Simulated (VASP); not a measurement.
A run of VASP 6.6.1:

The input INCAR:

```
SYSTEM = ScTl2PtN3
PREC = Accurate
ENCUT = 520
EDIFF = 1E-6
ISMEAR = 0
SIGMA = 0.2
LREAL = .False.
LASPH = .True.
NELM = 60
ALGO = Normal
ISIF = 2
LWAVE = .False.
LCHARG = .False.
GGA = PE
NBANDS = 40
```

Contents of KPOINTS:

```
regular mesh
0
Gamma
  6 6 2
  0 0 0
```

Contents of POSCAR:

```
ScTl2PtN3
1.0
    3.3003233730      0.0000000000      0.0000000000
   -1.6501616865      2.8581638817      0.0000000000
    0.0000000000      0.0000000000     11.8204094149
Sc Tl Pt N
1 2 1 3
Direct
    0.0000000000      0.0000000000      0.3924246262
    0.3333333333      0.6666666667      0.8538800596
    0.6666666667      0.3333333333      0.1560913875
    0.3333333333      0.6666666667      0.5992523232
    0.3333333333      0.6666666667      0.3057859831
    0.6666666667      0.3333333333      0.5121605100
    0.0000000000      0.0000000000      0.6804051104
```

Potentials or basis: VASP PAW PBE potentials, release 64 (Sc_sv, Tl_d, Pt, N).

Launch:

```bash
$ cat potpaw_PBE.64/Sc_sv/POTCAR potpaw_PBE.64/Tl_d/POTCAR potpaw_PBE.64/Pt/POTCAR potpaw_PBE.64/N/POTCAR > POTCAR
$ mpirun -np 1 vasp_std > vasp.out
```

Hardware: 1 thread of AMD EPYC 9R45 96-Core Processor (Zen 5) (shared host).

Question: How long does it take, and how much memory?

Answer: It took 51 s on 1 thread of AMD EPYC 9R45 96-Core Processor (Zen 5) (shared host), peak memory 0.25 GiB. Counts: scf iterations 16, k points 14.
